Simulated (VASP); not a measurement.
## NbP: single point with PBE

NbP:

```xyz
4
Lattice="3.3145 0.0000 0.0000 -1.6572 2.8704 0.0000 0.0000 0.0000 6.7227" Properties=species:S:1:pos:R:3 pbc="T T T"
Nb    0.0000    0.0000    0.0000
Nb    0.0000    0.0000    3.3614
P     0.0000    1.9136    1.6807
P     1.6572    0.9568    5.0421
```

The cell was built from a structure type or drawn by symmetry, and may not be a known phase.

```
Program             : VASP 6.6.1
Task                : single point
Functional          : PBE
Potentials or basis : VASP PAW PBE potentials, release 64 (Nb_sv, P)
Cutoff              : 520 eV
k mesh              : 6 × 6 × 4
Occupations         : gaussian, width 0.1 eV
Spin                : collinear spin
Starting moments    : [1.0, 1.0, 0.0, 0.0] μB
```

```
Pressure                                              : -0.3 GPa
Band gap on the k mesh                                : zero (filled and empty bands overlap)
Net moment                                            : 0.00 μB per cell
Valence electrons inside the program's atomic spheres : Nb 10.66; P 2.54
```

Stress tensor (GPa, compression positive):
```
-0.36  0.00  0.00
 0.00 -0.36  0.00
 0.00  0.00 -0.06
```

Levels at points of the mesh, in eV from the Fermi level:
Spin up:
| k point | band 14 | band 15 | band 16 | band 17 | band 18 | band 19 | band 20 | band 21 | band 22 | band 23 |
| --- | --- | --- | --- | --- | --- | --- | --- | --- | --- | --- |
| (0.00, 0.00, 0.00) | -2.66 | -1.01 | -0.53 | -0.53 | -0.03 | -0.03 | 1.32 | 1.32 | 1.84 | 1.84 |
| (0.50, 0.00, 0.00) | -3.26 | -2.61 | -2.49 | -1.32 | -0.37 | 0.80 | 2.80 | 3.02 | 3.09 | 3.63 |
| (0.00, 0.00, 0.50) | -1.91 | -1.91 | -1.91 | 0.27 | 0.27 | 0.58 | 0.58 | 0.58 | 0.58 | 4.15 |
| (0.50, 0.00, 0.50) | -3.72 | -2.36 | -2.36 | -1.46 | -1.46 | 2.82 | 2.82 | 2.90 | 2.90 | 3.83 |
Spin down:
```
           k point  band 14  band 15  band 16  band 17  band 18  band 19  band 20  band 21  band 22  band 23
(0.00, 0.00, 0.00)    -2.66    -1.01    -0.53    -0.53    -0.03    -0.03     1.32     1.32     1.84     1.84
(0.50, 0.00, 0.00)    -3.26    -2.61    -2.49    -1.32    -0.37     0.80     2.80     3.02     3.09     3.63
(0.00, 0.00, 0.50)    -1.91    -1.91    -1.91     0.27     0.27     0.58     0.58     0.58     0.58     4.15
(0.50, 0.00, 0.50)    -3.72    -2.36    -2.36    -1.46    -1.46     2.82     2.82     2.90     2.90     3.83
```

It took 37 s on 1 thread of Intel(R) Xeon(R) 6975P-C (Granite Rapids) (shared host), peak memory 0.24 GiB.

Caveat: the k points lie up to 0.36 Å⁻¹ apart.
